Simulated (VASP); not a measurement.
Input of a VASP 6.6.1 run:

Contents of POSCAR:

```
Cd2S
1.0
    3.9626700490      0.0000000000      0.0000000000
   -1.9813350245      3.4317729293      0.0000000000
    0.0000000000      0.0000000000      5.8091920000
Cd S
2 1
Direct
    0.3333333333      0.6666666667      0.9327170000
    0.6666666667      0.3333333333      0.5787350000
    0.3333333333      0.6666666667      0.3657050000
```

INCAR.step1

```
SYSTEM = Cd2S
ALGO     = Normal         ! electronic algorithm
EDIFF    = 1E-5           ! SCF threshold, eV
ENCUT    = 520            ! plane-wave cutoff, eV
GGA      = PE             ! functional
ISIF     = 2              ! what is computed and relaxed
ISMEAR   = -1             ! smearing method
LASPH    = .True.         ! aspherical terms in the spheres
LCHARG   = .False.        ! write CHGCAR
LREAL    = .False.        ! projectors in reciprocal space
LWAVE    = .True.         ! write WAVECAR
NBANDS   = 22             ! bands
NELM     = 100            ! most SCF steps
PREC     = Accurate       ! precision mode
SIGMA    = 0.05           ! smearing width, eV
```

Contents of INCAR.step2:

```
SYSTEM = Cd2S
AEXX     = 0.2            ! exact-exchange fraction
ALGO     = Normal         ! electronic algorithm
EDIFF    = 1E-7           ! SCF threshold, eV
ENCUT    = 520            ! plane-wave cutoff, eV
GGA      = PE             ! functional
HFSCREEN = 0.2            ! screening, 1/A
ISIF     = 2              ! what is computed and relaxed
ISMEAR   = -1             ! smearing method
ISTART   = 1            
LASPH    = .True.         ! aspherical terms in the spheres
LCHARG   = .False.        ! write CHGCAR
LHFCALC  = .True.         ! exact exchange
LREAL    = .False.        ! projectors in reciprocal space
LWAVE    = .False.        ! write WAVECAR
NBANDS   = 22             ! bands
NELM     = 100            ! most SCF steps
PREC     = Accurate       ! precision mode
PRECFOCK = Normal       
SIGMA    = 0.05           ! smearing width, eV
```

KPOINTS

```
k-points
0
Gamma
  4 4 3
  0 0 0
```

Potentials or basis: VASP PAW PBE potentials, release 64 (Cd, S).

Launch:

```bash
$ cat potpaw_PBE.64/Cd/POTCAR potpaw_PBE.64/S/POTCAR > POTCAR
$ cp INCAR.step1 INCAR
$ mpirun -np 1 vasp_std > vasp.out
$ cp INCAR.step2 INCAR
$ mpirun -np 1 vasp_std > vasp.out
```

Problem. Estimate the largest force.

Solution. 0.186 eV/Å.

Problem. Estimate the pressure.

Solution. -1.0 GPa.

Problem. What does it give for the band gap on the k mesh?

Solution. 1.08 eV (least direct gap 1.76 eV).

Forces on the atoms (eV/Å):
```
Cd   0.000  0.000  0.138
Cd   0.000  0.000 -0.186
S    0.000  0.000  0.047
```

Caveat: the k points lie up to 0.46 Å⁻¹ apart; the PAW data sets were made with another functional, which shifts forces and pressure a little; an odd mesh through Γ misses points on the zone boundary, where band edges can lie.
